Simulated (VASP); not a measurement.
## Bi: single point with BLYP

Crystal: Bi.

```
Bi
1.0
     3.60814    0.00000    0.00000
    -1.80407    3.12474    0.00000
     0.00000    0.00000   12.20568
Bi
4
Direct
  0.00000 0.00000 0.00000
  0.00000 0.00000 0.50000
  0.33333 0.66667 0.25000
  0.66667 0.33333 0.75000
```

This isn't the form of Bi at room conditions, which is rhombohedral.

```
Program             : VASP 6.6.1
Task                : single point
Functional          : BLYP
Potentials or basis : VASP PAW PBE potentials, release 64 (Bi_d)
Cutoff              : 500 eV
k mesh              : 11 × 11 × 3
Occupations         : fermi-dirac, width 0.1 eV
Spin                : no spin polarisation
```

```yaml
Pressure: 0.1 GPa
Band_gap_on_the_k_mesh: zero (bands 30 and 31 overlap by 5.38 eV)
```

Stress tensor (GPa, compression positive):
```
0.03 0.00 0.00
0.00 0.03 0.00
0.00 0.00 0.17
```

Levels at points of the mesh, in eV from the Fermi level:
| k point | band 27 | band 28 | band 29 | band 30 | band 31 | band 32 | band 33 | band 34 |
| --- | --- | --- | --- | --- | --- | --- | --- | --- |
| (0.00, 0.00, 0.00) | -1.31 | 3.12 | 3.12 | 3.66 | 3.66 | 3.67 | 3.67 | 3.76 |

It took 2.4 min on 1 thread of Intel(R) Xeon(R) Platinum 8259CL CPU @ 2.50GHz (Skylake/Cascade Lake), with other jobs on the host, peak memory 0.31 GiB.

Caveat: the PAW data sets were made with another functional, which shifts forces and pressure a little; spin-orbit coupling is left out, which moves the levels of the heavy elements.
